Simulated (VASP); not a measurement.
Runs of VASP 6.6.1 on TaN. The cells are those of the table. 

| cell | further INCAR settings | gap on the mesh (eV) | pressure (GPa) | largest force (eV/Å) |
| --- | --- | --- | --- | --- |
| a = 3.104, b = 3.104, c = 12.385 Å, angles 76.7, 79.8, 60.0°, 8 atoms | ALGO = Fast; EDIFF = 1e-06; NBANDS = 42 | none | (a) | 2.10 |
| a = 3.104, b = 3.104, c = 12.425 Å, angles 76.8, 78.0, 60.0°, 8 atoms | ALGO = Fast; EDIFF = 1e-06; NBANDS = 42 | none | -2.9 | 2.68 |
| a = 3.104, b = 3.104, c = 12.056 Å, angles 85.7, 86.9, 60.0°, 8 atoms | ALGO = Fast; EDIFF = 1e-07; NBANDS = 42 | none | (b) | 2.24 |
| a = 3.104, b = 3.104, c = 12.045 Å, angles 86.3, 88.2, 60.0°, 8 atoms | ALGO = Fast; EDIFF = 1e-06; NBANDS = 42 | none | -1.0 | 1.79 |
| a = 3.104, b = 3.104, c = 12.078 Å, angles 84.5, 86.3, 60.0°, 8 atoms | ALGO = Fast; EDIFF = 1e-07; NBANDS = 42 | none | -2.9 | 2.69 |
| a = 3.104, b = 3.104, c = 12.098 Å, angles 83.9, 85.1, 60.0°, 8 atoms | ALGO = Fast; EDIFF = 1e-06; NBANDS = 42 | none | -3.7 | 3.02 |
| a = 3.104, b = 3.104, c = 12.089 Å, angles 83.9, 86.9, 60.0°, 8 atoms | ALGO = Fast; EDIFF = 1e-06; NBANDS = 42 | none | -3.0 | 2.68 |

Alike in all rows: task single point; level LDA; potentials or basis VASP PAW LDA potentials, release 64 (Ta_pv, N); no spin polarisation; k mesh 14 × 14 × 4; cutoff (eV) 520; smearing gaussian 0.15 eV.

Question: Fill in the values left out.

Answer: (a) -1.5; (b) -1.9.

Caveats: spin-orbit coupling is left out, which moves the levels of the heavy elements; forces of over 1 eV/Å act on the atoms, so gaps and moduli don't describe the material at rest; the cell stands under tension (at least some runs).

A k mesh can miss the band edges, and the runs leave out spin-orbit coupling on Ta.

A gap of «none» marks levels without a gap at the run's occupations.
